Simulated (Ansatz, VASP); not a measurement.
## BN: VASP beside Ansatz

```
CELL_PARAMETERS angstrom
-2.50644 0.00000 0.00000
-1.25322 -2.17064 0.00000
0.00000 0.00000 16.23369
ATOMIC_POSITIONS crystal
B 0.33333 0.33333 0.71330
B 0.33333 0.33333 0.30570
B 0.66667 0.66667 0.10190
B 0.66667 0.66667 0.50950
N 0.33333 0.33333 0.10190
N 0.33333 0.33333 0.50950
N 0.66667 0.66667 0.71330
N 0.66667 0.66667 0.30570
```

Alike in both runs: task single point; functional PBE; dispersion D3(BJ); k mesh 10 × 10 × 2; occupations gaussian, width 0.05 eV; no spin polarisation.

```csv
,VASP,Ansatz
version,VASP 6.6.1,Ansatz 0.2.0
potentials or method,"VASP PAW PBE potentials, release 64 (B, N), cutoff 520 eV","scalar-relativistic, plane waves, PAW"
valence electrons in the cell,32,32
```

Ansatz gave:

- gap on the k mesh at the Fermi level (eV): 4.32
- least direct gap on the mesh (eV): 4.72
- pressure (GPa): 0.1
- traceless stress, the component that is largest in VASP (GPa): -0.16
- rms of the force components (eV/Å): 0.010

Which values does VASP return?

gap on the k mesh at the Fermi level (eV): 4.31; least direct gap on the mesh (eV): 4.71; pressure (GPa): 0.2; traceless stress, the component that is largest in VASP (GPa): -0.34; rms of the force components (eV/Å): 0.010.

Atom by atom the forces differ by 0.000 eV/Å (rms over components). Ansatz's warnings: xc potential rough in thin density.
